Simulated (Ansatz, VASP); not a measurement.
Two plane-wave programs on GaN

```
CELL_PARAMETERS angstrom
0.00000 2.27144 2.27144
2.27144 0.00000 2.27144
2.27144 2.27144 0.00000
ATOMIC_POSITIONS crystal
Ga 0.00000 0.00000 0.00000
N 0.25000 0.25000 0.25000
```

Change from the starting cell: hydrostatic strain +1.0%.

Alike in both runs: task single point; functional HSE06; k mesh 6 × 6 × 6; no spin polarisation.

```csv
,VASP,Ansatz
version,VASP 6.6.1,Ansatz 0.2.0
potentials or method,"VASP PAW PBE potentials, release 64 (Ga_d, N)","plane waves, PAW"
plane-wave cutoff (eV),520,420
occupations,"gaussian, width 0.01 eV",fixed
valence electrons in the cell,18,18
```

Ansatz gave:

| Item | Value |
| --- | --- |
| gap on the k mesh at the Fermi level (eV) | 2.78 |
| pressure (GPa) | -5.6 |

Problem. What did VASP give for the same quantities?

Solution. gap on the k mesh at the Fermi level (eV): 2.80; pressure (GPa): -5.6.

Ansatz's warnings: stress exchange threshold loose, stress scf threshold loose.
